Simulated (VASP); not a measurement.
Wanted: the native input for a VASP 6.6.1 run.

```
Task                   : single point
Functional             : r2SCAN
Potentials or basis    : VASP PAW PBE potentials, release 64 (Ga_d, N)
Cutoff                 : 520 eV
k mesh                 : 10 × 10 × 10
Occupations            : gaussian, width 0.01 eV
Spin                   : no spin polarisation
Dipole correction      : no
Further INCAR settings : ALGO = Normal; EDIFF = 1e-06; NBANDS = 16
```

The system is GaN.

```
Ga N
1.0
     0.08747    2.24647    2.24647
     2.24647    0.08747    2.24647
     2.24647    2.24647    0.08747
Ga N
1 1
Direct
  0.00325 0.00325 0.00325
  0.24675 0.24675 0.24675
```

This cell differs from its parent crystal: epitaxial 111 strain -4.0%.

One way to write it, as run:

POSCAR

```
GaN
1.0
    0.0874749163      2.2464693557      2.2464693557
    2.2464693557      0.0874749163      2.2464693557
    2.2464693557      2.2464693557      0.0874749163
Ga N
1 1
Direct
    0.0032476448      0.0032476448      0.0032476448
    0.2467523552      0.2467523552      0.2467523552
```

INCAR.step1

```
PREC     = Accurate       # precision mode
ENCUT    = 520            # plane-wave cutoff, eV
ISMEAR   = 0              # smearing method
SIGMA    = 0.01           # smearing width, eV
LREAL    = False          # projectors in reciprocal space
LASPH    = True           # aspherical terms in the spheres
NELM     = 80             # most SCF steps
NBANDS   = 16             # bands
GGA      = PE             # functional
ALGO     = Normal         # electronic algorithm
EDIFF    = 1E-4           # SCF threshold, eV
LWAVE    = True           # write WAVECAR
LCHARG   = False          # write CHGCAR
```

INCAR.step2

```
PREC     = Accurate       # precision mode
ENCUT    = 520            # plane-wave cutoff, eV
EDIFF    = 1E-6           # SCF threshold, eV
ISMEAR   = 0              # smearing method
SIGMA    = 0.01           # smearing width, eV
LREAL    = False          # projectors in reciprocal space
LASPH    = True           # aspherical terms in the spheres
NELM     = 80             # most SCF steps
ALGO     = Normal         # electronic algorithm
ISIF     = 2              # what is computed and relaxed
LWAVE    = False          # write WAVECAR
LCHARG   = False          # write CHGCAR
METAGGA  = R2SCAN         # meta-GGA
LMIXTAU  = True         
NBANDS   = 16             # bands
ISTART   = 1
```

KPOINTS

```
regular mesh
0
Gamma
  10 10 10
```

Potentials or basis: VASP PAW PBE potentials, release 64 (Ga_d, N).

Launch:

```bash
$ cat potpaw_PBE.64/Ga_d/POTCAR potpaw_PBE.64/N/POTCAR > POTCAR
$ cp INCAR.step1 INCAR
$ mpirun -np 1 vasp_std > vasp.out
$ cp INCAR.step2 INCAR
$ mpirun -np 1 vasp_std > vasp.out
```

It gave:

| Quantity | Value |
| --- | --- |
| Pressure | 15.5 GPa |
| Largest force | 0.020 eV/Å |
| Band gap on the k mesh | 2.30 eV, direct |

Caveat: the cell differs from its parent crystal (epitaxial 111 strain -4.0%); the PAW data sets were made with another functional, which shifts forces and pressure a little.

It took 3.2 min on 1 thread of AMD EPYC 7R13 Processor (Zen 3), on a shared host, peak memory 0.14 GiB.
